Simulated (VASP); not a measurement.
# CdI2 (P-3m1) in VASP: single point with HSE06

Aim: the single point of CdI2 with HSE06.

Everything below comes from runs of VASP 6.6.1. Logs are shortened: lines on timing, memory, paths and dates and some standing lists are left out, and cuts for length are marked.

### Step 1. The cell of the first run

Symmetry: P-3m1, No. 164, trigonal system. Conventional cell: a = 4.247 Å, b = 4.247 Å, c = 6.895 Å, α = 90.00°, β = 90.00°, γ = 120.00°. Within 3.9 Å of Cd (site symmetry -3m) lie 6 I at 2.99 Å. Within 3.9 Å of I (site symmetry 3m) lie 3 Cd at 2.99 Å.

### Step 2. Single point, HSE06

File POSCAR:

```
CdI2
1.0
    4.2470087538      0.0000000000      0.0000000000
   -2.1235043769      3.6780174709      0.0000000000
    0.0000000000      0.0000000000      6.8950250881
Cd I
1 2
Direct
    0.0000000000      0.0000000000      0.0000000000
    0.3333333333      0.6666666667      0.2493934742
    0.6666666667      0.3333333333      0.7506065258
```

File INCAR.step1:

```
PREC = Accurate
ENCUT = 400
EDIFF = 1E-5
ISMEAR = 0
SIGMA = 0.01
LREAL = F
LASPH = T
NELM = 120
ALGO = Normal
ISIF = 2
LWAVE = T
LCHARG = F
NBANDS = 20
GGA = PE
GGA_COMPAT = F
```

File INCAR.step2:

```
PREC = Accurate
ENCUT = 400
EDIFF = 1E-6
ISMEAR = 0
SIGMA = 0.01
LREAL = F
LASPH = T
NELM = 120
ALGO = Normal
ISIF = 2
LWAVE = F
LCHARG = F
GGA = PE
LHFCALC = T
HFSCREEN = 0.2079
PRECFOCK = Normal
NBANDS = 20
ISTART = 1
GGA_COMPAT = F
```

File KPOINTS:

```
regular mesh
0
Gamma
  6 6 2
```

Potentials or basis: VASP PAW PBE potentials, release 64 (Cd, I).

Launch:

```bash
$ cat potpaw_PBE.64/Cd/POTCAR potpaw_PBE.64/I/POTCAR > POTCAR
$ cp INCAR.step1 INCAR
$ mpirun -np 1 vasp_std > vasp.out
$ cp INCAR.step2 INCAR
$ mpirun -np 1 vasp_std > vasp.out
```

OUTCAR:

```text
PREC = Accurate
   ENCUT = 400
   EDIFF = 1E-6
   ISMEAR = 0
   LREAL = F
   LASPH = T
   NELM = 120
   ISIF = 2
   GGA = PE
   LHFCALC = T
   HFSCREEN = 0.2079
   PRECFOCK = Normal
   ISTART = 1

 ion  position               nearest neighbor table
   1  0.000  0.000  0.000-   2 2.99   3 2.99   3 2.99   2 2.99   3 2.99   2 2.99
   2  0.333  0.667  0.249-   1 2.99   1 2.99   1 2.99
   3  0.667  0.333  0.751-   1 2.99   1 2.99   1 2.99

  LATTYP: Found a hexagonal cell.
 ALAT       =     4.2470087538
 C/A-ratio  =     1.6235015014

  Lattice vectors:

 A1 = (   4.2470087538,   0.0000000000,   0.0000000000)
 A2 = (  -2.1235043769,   3.6780174709,   0.0000000000)
 A3 = (   0.0000000000,   0.0000000000,   6.8950250881)

Analysis of symmetry for initial positions (statically):
=====================================================================
 Subroutine PRICEL returns:
 Original cell was already a primitive cell.

 Routine SETGRP: Setting up the symmetry group for a
 hexagonal supercell.

 Subroutine GETGRP returns: Found 12 space group operations
 (whereof 12 operations were pure point group operations)
 out of a pool of 24 trial point group operations.

The static configuration has the point symmetry D_3d.

Analysis of symmetry for dynamics (positions and initial velocities):
=====================================================================
 Subroutine PRICEL returns:
 Original cell was already a primitive cell.

 Routine SETGRP: Setting up the symmetry group for a
 hexagonal supercell.

 Subroutine GETGRP returns: Found 12 space group operations
 (whereof 12 operations were pure point group operations)
 out of a pool of 24 trial point group operations.

The dynamic configuration has the point symmetry D_3d.

 Subroutine INISYM returns: Found 12 space group operations
 (whereof 12 operations are pure point group operations),
 and found     1 'primitive' translations

----------------------------------------------------------------------------------------

                                     Primitive cell

  volume of cell :     107.7042

  direct lattice vectors                    reciprocal lattice vectors
     4.247008754  0.000000000  0.000000000     0.235459840  0.135942802  0.000000000
    -2.123504377  3.678017471  0.000000000     0.000000000  0.271885604  0.000000000
     0.000000000  0.000000000  6.895025088     0.000000000  0.000000000  0.145032105

  length of vectors
     4.247008754  4.247008754  6.895025088     0.271885604  0.271885604  0.145032105

  position of ions in fractional coordinates (direct lattice)
     0.000000000  0.000000000  0.000000000
     0.333333333  0.666666667  0.249393474
     0.666666667  0.333333333  0.750606526

  ion indices of the primitive-cell ions
   primitive index   ion index
                 1           1
                 2           2
                 3           3

----------------------------------------------------------------------------------------

 KPOINTS: regular mesh

Automatic generation of k-mesh.
 Grid dimensions read from file:
 generate k-points for:    6    6    2

 Generating k-lattice:

  Cartesian coordinates                     Fractional coordinates (reciprocal lattice)
     0.039243307  0.022657134  0.000000000     0.166666667  0.000000000  0.000000000
     0.000000000  0.045314267  0.000000000     0.000000000  0.166666667  0.000000000
     0.000000000  0.000000000  0.072516052     0.000000000  0.000000000  0.500000000

  Length of vectors
     0.045314267  0.045314267  0.072516052

  Shift w.r.t. Gamma in fractional coordinates (k-lattice)
     0.000000000  0.000000000  0.000000000

 Subroutine IBZKPT returns following result:
 ===========================================

 Found     14 irreducible k-points:

 Following reciprocal coordinates:
            Coordinates               Weight
  0.000000  0.000000  0.000000      1.000000
  0.166667 -0.000000  0.000000      6.000000
  0.333333 -0.000000  0.000000      6.000000
  0.500000  0.000000  0.000000      3.000000
  0.166667  0.166667  0.000000      6.000000
  0.333333  0.166667  0.000000     12.000000
  0.333333  0.333333  0.000000      2.000000
  0.000000  0.000000  0.500000      1.000000
  0.166667 -0.000000  0.500000      6.000000
  0.333333 -0.000000  0.500000      6.000000
  0.500000  0.000000  0.500000      3.000000
  0.166667  0.166667  0.500000      6.000000
  0.333333  0.166667  0.500000     12.000000
  0.333333  0.333333  0.500000      2.000000
   k-points           NKPTS =     14   k-points in BZ     NKDIM =     72   number of bands    NBANDS=     20
   number of dos      NEDOS =    301   number of ions     NIONS =      3
   total plane-waves  NPLWV =  37632
   dimension x,y,z NGX =    28 NGY =   28 NGZ =   48
   dimension x,y,z NGXF=    56 NGYF=   56 NGZF=   96
   ions per type =               1   2
   NGX,Y,Z   is equivalent  to a cutoff of  10.96, 10.96, 11.57 a.u.
   NGXF,Y,Z  is equivalent  to a cutoff of  21.92, 21.92, 23.15 a.u.
 SYSTEM =  unknown system
   PREC   = accura    normal or accurate (medium, high low for compatibility)
   ISTART =      1    job   : 0-new  1-cont  2-samecut
   ICHARG =      0    charge: 1-file 2-atom 10-const
   ISPIN  =      1    spin polarized calculation?
   LNONCOLLINEAR =      F non collinear calculations
   LSORBIT =      F    spin-orbit coupling
   LASPH  =      T    aspherical Exc in radial PAW
   ENCUT  =  400.0 eV  29.40 Ry    5.42 a.u.   6.93  6.93 11.24*2*pi/ulx,y,z
   NELM   =    120;   NELMIN=  2; NELMDL=  0     # of ELM steps
   EDIFF  = 0.1E-05   stopping-criterion for ELM
   LREAL  =      F    real-space projection
   EDIFFG = 0.1E-04   stopping-criterion for IOM
   NSW    =      0    number of steps for IOM
   IBRION =     -1    ionic relax: 0-MD 1-quasi-New 2-CG
   NFREE  =      0    steps in history (QN), initial steepest desc. (CG)
   ISIF   =      2    stress and relaxation
   ISYM   =      3    0-nonsym 1-usesym 2-fastsym
   POTIM  = 0.5000    time-step for ionic-motion
   TEBEG  =    0.0;   TEEND  =   0.0 temperature during run
   PSTRESS=    0.0 pullay stress
   NELECT =      26.0000    total number of electrons
   NUPDOWN=      -1.0000    fix difference up-down
   EMIN   =  10.00;   EMAX   =-10.00  energy-range for DOS
   EFERMI =   0.00;   METHOD = LEGACY
   ISMEAR =     0;   SIGMA  =   0.01  broadening in eV -4-tet -1-fermi 0-gaus
   EFERMI_NEDOS =   21; number of points for ismear=-14 and -15
   IALGO  =     38    algorithm
   IMIX   =      1    mixing-type and parameters
     AMIX     =   0.40;   BMIX     =  1.00
     AMIX_MAG =   1.60;   BMIX_MAG =  1.00
  volume/ion in A,a.u.               =      35.90       242.27
  Fermi-wavevector in a.u.,A,eV,Ry     =   1.019346  1.926285 14.137359  1.039067
  Thomas-Fermi vector in A             =   2.152855
   LORBIT       =      0    0 simple, 1 ext, 2 COOP (PROOUT), +10 PAW based schemes
   GGA     = PE    functional components
   LHFCALC =     T    Hartree Fock is set to
   PRECFOCK=normal    Normal, Fast or Accurate (Low or Medium for compatibility)
   ENCUT4O =  -1.0   cutoff for four orbital integrals eV
   NKREDX  =     1    reduce k-point grid by
   NKREDY  =     1    reduce k-point grid by
   NKREDZ  =     1    reduce k-point grid by
   AEXX    =    0.2500 exact exchange contribution
   HFSCREEN=    0.2079 screening length (either q_TF or 0.3 A-1)
   HFSCREENC=   0.2079 screening length for correlation (either q_TF or 0.3 A-1)
   ENCUTFOCK=  -1.0 apply spherical cutoff to Coloumb kernel
   IVDW    =     0    specifies the selected vdW correction
   LEPSILON=     F    determine dielectric tensor
   LRPA    =     F    only Hartree local field effects (RPA)
 non-spin polarized calculation
 Gauss-broadening in eV      SIGMA  =   0.01
  energy-cutoff  :      400.00
  volume of cell :      107.70
 maximum number of plane-waves:      1971
 NGX is ok and might be reduce to    28
  NGX = 24; NGY = 24; NGZ = 36

 number of electron      26.0000011 magnetization

 Free energy of the ion-electron system (eV)
  ---------------------------------------------------
  ext. energy  EPLUGINS =         0.00000000
  ---------------------------------------------------
  free energy    TOTEN  =        -7.07424564 eV

  energy without entropy =       -7.07424564  energy(sigma->0) =       -7.07424564

 E-fermi :   1.3741     XC(G=0):  -7.1335

 val. band max:        1.2891354938   @ k =   0.0000   0.0000   0.5000
 cond. band min:       4.6314111071   @ k =   0.5000   0.0000   0.5000
 fundamental gap:      3.3422756133
 Fermi energy:         1.3741461511

 k-point     1 :       0.0000    0.0000    0.0000
  band No.  band energies     occupation
      1     -11.8361      2.00000
      2     -11.0572      2.00000
      3      -7.5507      2.00000
      4      -7.5507      2.00000
      5      -7.4072      2.00000
      6      -7.3362      2.00000
[... 12 lines left out ...]
     19      11.5356      0.00000
     20      11.5678      0.00000

 k-point     2 :       0.1667   -0.0000    0.0000
  band No.  band energies     occupation
      1     -11.6882      2.00000
      2     -11.0432      2.00000
      3      -7.5344      2.00000
      4      -7.4729      2.00000
      5      -7.3822      2.00000
      6      -7.3405      2.00000
[... 12 lines left out ...]
     19      10.5302      0.00000
     20      11.5632      0.00000

 k-point     3 :       0.3333   -0.0000    0.0000
  band No.  band energies     occupation
      1     -11.3488      2.00000
      2     -11.0272      2.00000
      3      -7.5172      2.00000
      4      -7.4083      2.00000
      5      -7.3341      2.00000
      6      -7.2996      2.00000
[... 12 lines left out ...]
     19      10.9032      0.00000
     20      11.5385      0.00000

 k-point     4 :       0.5000    0.0000    0.0000
  band No.  band energies     occupation
      1     -11.0961      2.00000
      2     -11.0813      2.00000
      3      -7.5158      2.00000
      4      -7.4173      2.00000
      5      -7.3205      2.00000
      6      -7.2759      2.00000
[... 12 lines left out ...]
     19      11.5691      0.00000
     20      12.0921      0.00000

 k-point     5 :       0.1667    0.1667    0.0000
  band No.  band energies     occupation
      1     -11.4435      2.00000
      2     -11.0264      2.00000
      3      -7.5100      2.00000
      4      -7.3906      2.00000
      5      -7.3552      2.00000
      6      -7.3093      2.00000
[... 12 lines left out ...]
     19       9.5333      0.00000
     20      11.9394      0.00000

 k-point     6 :       0.3333    0.1667    0.0000
  band No.  band energies     occupation
      1     -11.1500      2.00000
      2     -11.0294      2.00000
      3      -7.4704      2.00000
      4      -7.3896      2.00000
      5      -7.3239      2.00000
      6      -7.2904      2.00000
[... 12 lines left out ...]
     19      10.7882      0.00000
     20      11.6958      0.00000

 k-point     7 :       0.3333    0.3333    0.0000
  band No.  band energies     occupation
      1     -11.0381      2.00000
      2     -11.0381      2.00000
      3      -7.3666      2.00000
      4      -7.3666      2.00000
      5      -7.3079      2.00000
      6      -7.2878      2.00000
[... 12 lines left out ...]
     19      10.7265      0.00000
     20      10.7265      0.00000

 k-point     8 :       0.0000    0.0000    0.5000
  band No.  band energies     occupation
      1     -11.6496      2.00000
      2     -11.2985      2.00000
      3      -7.5502      2.00000
      4      -7.5502      2.00000
      5      -7.3989      2.00000
      6      -7.3361      2.00000
[... 12 lines left out ...]
     19      10.7835      0.00000
     20      10.8965      0.00000

 k-point     9 :       0.1667   -0.0000    0.5000
  band No.  band energies     occupation
      1     -11.5153      2.00000
      2     -11.2519      2.00000
      3      -7.5345      2.00000
      4      -7.4882      2.00000
      5      -7.3774      2.00000
      6      -7.3419      2.00000
[... 12 lines left out ...]
     19      10.2719      0.00000
     20      11.1178      0.00000

 k-point    10 :       0.3333   -0.0000    0.5000
  band No.  band energies     occupation
      1     -11.2447      2.00000
      2     -11.1340      2.00000
      3      -7.5182      2.00000
      4      -7.4130      2.00000
      5      -7.3306      2.00000
      6      -7.2998      2.00000
[... 12 lines left out ...]
     19      11.5523      0.00000
     20      11.7833      0.00000

 k-point    11 :       0.5000    0.0000    0.5000
  band No.  band energies     occupation
      1     -11.1599      2.00000
      2     -11.0073      2.00000
      3      -7.5173      2.00000
      4      -7.4208      2.00000
      5      -7.3160      2.00000
      6      -7.2760      2.00000
[... 12 lines left out ...]
     19      11.8670      0.00000
     20      12.2446      0.00000

 k-point    12 :       0.1667    0.1667    0.5000
  band No.  band energies     occupation
      1     -11.3020      2.00000
      2     -11.1792      2.00000
      3      -7.5057      2.00000
      4      -7.4039      2.00000
      5      -7.3533      2.00000
      6      -7.3233      2.00000
[... 12 lines left out ...]
     19      10.4013      0.00000
     20      11.3224      0.00000

 k-point    13 :       0.3333    0.1667    0.5000
  band No.  band energies     occupation
      1     -11.1257      2.00000
      2     -11.0492      2.00000
      3      -7.4626      2.00000
      4      -7.3917      2.00000
      5      -7.3214      2.00000
      6      -7.2907      2.00000
[... 12 lines left out ...]
     19      10.5707      0.00000
     20      11.8789      0.00000

 k-point    14 :       0.3333    0.3333    0.5000
  band No.  band energies     occupation
      1     -11.0374      2.00000
      2     -11.0374      2.00000
      3      -7.3611      2.00000
      4      -7.3611      2.00000
      5      -7.3064      2.00000
      6      -7.2814      2.00000
[... 12 lines left out ...]
     19      11.3845      0.00000
     20      11.3845      0.00000

------------------------ aborting loop because EDIFF is reached ----------------------------------------

  FORCE on cell =-STRESS in cart. coord.  units (eV):
  Direction    XX          YY          ZZ          XY          YZ          ZX
  --------------------------------------------------------------------------------------
  -------------------------------------------------------------------------------------
  Total        0.4427457      0.4427457      0.3491416     -0.0000000     -0.0000000      0.0000000
  in kB        6.5861581      6.5861581      5.1937299     -0.0000000     -0.0000000      0.0000000
  external PRESSURE =       6.1220153 kB  Pullay stress =       0.0000000 kB

 VOLUME and BASIS-vectors are now :
 -----------------------------------------------------------------------------
  energy-cutoff  :      400.00
  volume of cell :      107.70
      direct lattice vectors                 reciprocal lattice vectors
     4.247008754  0.000000000  0.000000000     0.235459840  0.135942802  0.000000000
    -2.123504377  3.678017471  0.000000000     0.000000000  0.271885604  0.000000000
     0.000000000  0.000000000  6.895025088     0.000000000  0.000000000  0.145032105

 POSITION                                       TOTAL-FORCE (eV/Angst)
 -----------------------------------------------------------------------------------
      0.00000      0.00000      0.00000        -0.000000      0.000000      0.000000
     -0.00000      2.45201      1.71957        -0.000000      0.000000     -0.063247
      2.12350      1.22601      5.17545         0.000000     -0.000000      0.063247
 -----------------------------------------------------------------------------------
    total drift:                               -0.000000     -0.000000     -0.000000

  FREE ENERGIE OF THE ION-ELECTRON SYSTEM (eV)
  ---------------------------------------------------
  free  energy   TOTEN  =        -7.0742456428 eV

  energy  without entropy=       -7.0742456428  energy(sigma->0) =       -7.07424564
```

Wall time 22 min (1 thread of Intel Xeon Platinum 8488C (Sapphire Rapids), shared host); peak memory 0.31 GiB.

Results:

```
Free energy            : -7.0742 eV
Pressure               : 0.6 GPa
Largest force          : 0.063 eV/Å
Band gap on the k mesh : 3.34 eV (least direct gap 3.62 eV)
```

Forces on the atoms (eV/Å):
```
Cd   0.000  0.000  0.000
I    0.000  0.000 -0.063
I    0.000  0.000  0.063
```

Caveat: the k points lie up to 0.46 Å⁻¹ apart; the PAW data sets were made with another functional, which shifts forces and pressure a little; spin-orbit coupling is left out, which moves the levels of the heavy elements; this functional lacks dispersion, which binds the layers, so the pressure and a relaxed spacing across them are unreliable. A k mesh can miss the band edges.
